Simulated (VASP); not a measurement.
# TeAs2 (I4_1/amd) in VASP: further runs, part 2 of 2

VASP 6.6.1. Earlier steps stand in the parts before.

### 5 Single point, PBE

This run uses another cell than the first one, of 24.62 Å³/atom, 0.993 times its volume.

Contents of INCAR:

```
PREC = Accurate
ENCUT = 520
EDIFF = 1E-7
ISMEAR = 0
SIGMA = 0.1
LREAL = F
LASPH = T
NELM = 100
ALGO = Normal
ISIF = 2
LWAVE = F
LCHARG = F
GGA = PE
NBANDS = 25
```

Contents of KPOINTS:

```
Automatic mesh
0
Gamma
  8 8 8
```

Contents of POSCAR:

```
TeAs2
1.0
   -3.5622007106      3.5622007106      2.9104224483
    3.5622007106     -3.5622007106      2.9104224483
    3.5622007106      3.5622007106     -2.9104224483
Te As
2 4
Direct
    0.7500000000      0.2500000000      0.5000000000
    0.0000000000      0.0000000000      0.0000000000
    0.3750000000      0.6250000000      0.2500000000
    0.3750000000      0.1250000000      0.7500000000
    0.3750000000      0.6250000000      0.7500000000
    0.8750000000      0.6250000000      0.2500000000
```

On the command line:

```
> cat potpaw_PBE.64/Te/POTCAR potpaw_PBE.64/As/POTCAR > POTCAR
> mpirun -np 1 vasp_std > vasp.out
```

Run time: 7.6 min. Hardware: 1 thread of AMD EPYC, shared host; peak memory 0.39 GiB.

It converged, with:

- Free energy: -23.7597 eV
- Pressure: 0.0 GPa
- Band gap on the k mesh: zero (band 16 reaches 6.08 eV, above the bottom of band 17 at 5.53 eV)

Levels at points of the mesh, in eV from the Fermi level:
| k point | band 14 | band 15 | band 16 | band 17 | band 18 | band 19 |
| --- | --- | --- | --- | --- | --- | --- |
| (0.00, 0.00, 0.00) | -2.17 | -2.17 | -0.65 | 1.83 | 3.06 | 3.06 |
| (0.50, 0.00, 0.00) | -0.90 | -0.34 | -0.27 | -0.05 | 0.26 | 1.48 |
| (0.50, 0.50, 0.00) | -1.11 | -0.95 | -0.95 | -0.20 | -0.20 | 2.06 |
| (0.50, 0.50, 0.50) | -0.73 | 0.04 | 0.04 | 0.17 | 0.17 | 0.73 |

Caveat: spin-orbit coupling is left out, which moves the levels of the heavy elements.

### 6 Single point, r2SCAN

This run uses another cell than the first one, of 24.33 Å³/atom, 0.981 times its volume.

Edit POSCAR of step 5 so:

```diff
@@ -2,5 +2,5 @@
 1.0
-   -3.5622007106      3.5622007106      2.9104224483
-    3.5622007106     -3.5622007106      2.9104224483
-    3.5622007106      3.5622007106     -2.9104224483
+   -3.5659802781      3.5659802781      2.8698801024
+    3.5659802781     -3.5659802781      2.8698801024
+    3.5659802781      3.5659802781     -2.8698801024
 Te As
```

Contents of INCAR.step1:

```
SYSTEM = TeAs2
PREC = Accurate
ENCUT = 520
ISMEAR = 0
SIGMA = 0.1
LREAL = .FALSE.
LASPH = .TRUE.
NELM = 60
NBANDS = 25
GGA = PE
ALGO = Normal
EDIFF = 1E-4
LWAVE = .TRUE.
LCHARG = .FALSE.
```

Contents of INCAR.step2:

```
SYSTEM = TeAs2
PREC = Accurate
ENCUT = 520
EDIFF = 1E-6
ISMEAR = 0
SIGMA = 0.1
LREAL = .FALSE.
LASPH = .TRUE.
NELM = 60
ALGO = Normal
ISIF = 2
LWAVE = .FALSE.
LCHARG = .FALSE.
METAGGA = R2SCAN
LMIXTAU = .TRUE.
NBANDS = 25
ISTART = 1
```

Contents of KPOINTS:

```
Automatic mesh
0
G
  8 8 8
  0 0 0
```

Potentials or basis: VASP PAW PBE potentials, release 64 (Te, As).

On the command line:

```
> cat potpaw_PBE.64/Te/POTCAR potpaw_PBE.64/As/POTCAR > POTCAR
> cp INCAR.step1 INCAR
> mpirun -np 1 vasp_std > vasp.out
> cp INCAR.step2 INCAR
> mpirun -np 1 vasp_std > vasp.out
```

Run time: 32 min. Hardware: 1 thread of AMD EPYC, shared host; peak memory 0.44 GiB.

Results (log left out):

```yaml
Free_energy: -108.0870 eV
Pressure: 0.0 GPa
Band_gap_on_the_k_mesh: zero (band 16 reaches 6.13 eV, above the bottom of band 17 at 5.56 eV)
```

Levels at points of the mesh, in eV from the Fermi level:
```
           k point  band 12  band 13  band 14  band 15  band 16  band 17  band 18  band 19  band 20  band 21
(0.00, 0.00, 0.00)    -2.83    -2.83    -2.52    -2.52    -0.58     2.14     3.17     3.17     4.20     4.22
(0.50, 0.00, 0.00)    -2.34    -1.58    -1.07    -0.48    -0.23     0.09     0.32     1.68     1.91     3.12
(0.50, 0.50, 0.00)    -2.22    -1.20    -1.20    -1.07    -1.07    -0.17    -0.17     2.27     2.27     3.78
(0.50, 0.50, 0.50)    -2.78    -0.85    -0.85    -0.12    -0.12     0.30     0.30     0.65     0.65     2.94
```

Caveat: the PAW data sets were made with another functional, which shifts forces and pressure a little; spin-orbit coupling is left out, which moves the levels of the heavy elements.

### 7 Relaxation of cell and atoms, LDA

Contents of INCAR:

```
PREC     = Accurate       # precision mode
ENCUT    = 600            # plane-wave cutoff, eV
EDIFF    = 1E-6           # SCF threshold, eV
ISMEAR   = 0              # smearing method
SIGMA    = 0.1            # smearing width, eV
LREAL    = False          # projectors in reciprocal space
LASPH    = True           # aspherical terms in the spheres
NELM     = 60             # most SCF steps
ALGO     = Normal         # electronic algorithm
ISIF     = 3              # what is computed and relaxed
LWAVE    = False          # write WAVECAR
LCHARG   = False          # write CHGCAR
IBRION   = 2              # ionic algorithm
NSW      = 80             # ionic steps
EDIFFG   = -0.01          # ionic threshold
```

Contents of KPOINTS:

```
regular mesh
0
Gamma
  8 8 8
```

Edit POSCAR of step 6 so:

```diff
@@ -2,5 +2,5 @@
 1.0
-   -3.5659802781      3.5659802781      2.8698801024
-    3.5659802781     -3.5659802781      2.8698801024
-    3.5659802781      3.5659802781     -2.8698801024
+   -3.5564540000      3.5564540000      2.9405160000
+    3.5564540000     -3.5564540000      2.9405160000
+    3.5564540000      3.5564540000     -2.9405160000
 Te As
```

Potentials or basis: VASP PAW LDA potentials, release 64 (Te, As).

On the command line:

```
> cat potpaw_LDA.64/Te/POTCAR potpaw_LDA.64/As/POTCAR > POTCAR
> mpirun -np 1 vasp_std > vasp.out
```

Run time: 33 min. Hardware: 1 thread of AMD EPYC, shared host; peak memory 0.37 GiB.

It converged, with:

```yaml
Free_energy: -28.1278 eV
Relaxed_volume: 22.90 Å³/atom
Relaxed_cell: a = 5.669 Å, b = 5.669 Å, c = 5.669 Å, α = 105.02°, β = 105.02°, γ = 118.80°
Space_group_after_relaxing_to_0.05_Å: I4_1/amd (No. 141)
Energy_gained_by_relaxing: 29.7 meV/atom
Ionic_steps: 9
Pressure_after_relaxing: 0.0 GPa
Band_gap_on_the_k_mesh: zero (band 16 reaches 7.09 eV, above the bottom of band 17 at 6.29 eV)
```

The path:
```tsv
step	energy change (eV)	largest force (eV/Å)	pressure (GPa)	volume (Å³)
1	0.0000	0.0000	-4.86	148.77
2	-0.1130	0.0000	3.29	133.14
3	-0.1706	0.0000	-0.11	138.55
4	-0.1705	0.0000	0.00	138.35
5	-0.1751	0.0000	0.05	137.91
6	-0.1780	0.0000	0.14	137.12
7	-0.1780	0.0000	0.14	137.19
8	-0.1780	0.0000	-0.15	137.68
9	-0.1781	0.0000	0.00	137.41
```

Final structure:
```cif
data_structure
_symmetry_space_group_name_H-M 'P 1'
_symmetry_Int_Tables_number 1
_cell_length_a 5.6689
_cell_length_b 5.6689
_cell_length_c 5.6689
_cell_angle_alpha 105.020
_cell_angle_beta 105.020
_cell_angle_gamma 118.796
_cell_volume 137.41
loop_
_atom_site_label
_atom_site_type_symbol
_atom_site_fract_x
_atom_site_fract_y
_atom_site_fract_z
_atom_site_occupancy
Te1 Te 0.75000 0.25000 0.50000 1
Te2 Te 0.00000 0.00000 0.00000 1
As1 As 0.37500 0.62500 0.25000 1
As2 As 0.37500 0.12500 0.75000 1
As3 As 0.37500 0.62500 0.75000 1
As4 As 0.87500 0.62500 0.25000 1
```

Levels at points of the mesh, in eV from the Fermi level:
```csv
k point,band 13,band 14,band 15,band 16,band 17,band 18,band 19,band 20
"(0.00, 0.00, 0.00)",-3.10,-2.20,-2.20,-0.58,1.85,3.30,3.30,3.75
"(0.50, 0.00, 0.00)",-1.65,-0.96,-0.44,-0.41,-0.21,0.25,1.53,1.59
"(0.50, 0.50, 0.00)",-1.21,-1.21,-1.10,-1.10,-0.27,-0.27,2.15,2.15
"(0.50, 0.50, 0.50)",-0.90,-0.90,0.09,0.09,0.37,0.37,0.84,0.84
```

Caveat: spin-orbit coupling is left out, which moves the levels of the heavy elements.

### 8 Overview

```tsv
task	level	potentials or basis	cell	cutoff (eV)	gap on the mesh (eV)	pressure (GPa)
single point	LDA	VASP PAW LDA potentials, release 64 (Te, As)	a = 5.826 Å, angles 104.8, 104.8, 119.4°, 6 atoms	520	none	-4.9
single point	LDA	VASP PAW LDA potentials, release 64 (Te, As)	a = 5.665 Å, angles 105.0, 105.0, 118.8°, 6 atoms	520	none	0.2
single point	PBEsol	VASP PAW PBE potentials, release 64 (Te, As)	a = 5.700 Å, angles 105.0, 105.0, 118.9°, 6 atoms	520	none	0.2
single point	PBE	VASP PAW PBE potentials, release 64 (Te, As)	a = 5.818 Å, angles 104.5, 104.5, 120.0°, 6 atoms	520	none	0.0
single point	r2SCAN	VASP PAW PBE potentials, release 64 (Te, As)	a = 5.802 Å, angles 104.2, 104.2, 120.7°, 6 atoms	520	none	0.0
relaxation of cell and atoms	LDA	VASP PAW LDA potentials, release 64 (Te, As)	relaxed from a = 5.826 Å, angles 104.8, 104.8, 119.4°, 6 atoms	600	none	0.0
```

Alike in all rows: no spin polarisation; k mesh 8 × 8 × 8; smearing gaussian 0.1 eV.

Caveats: spin-orbit coupling is left out, which moves the levels of the heavy elements; the PAW data sets were made with another functional, which shifts forces and pressure a little (some runs).

Absolute energies hang on the potentials; compare differences alone.
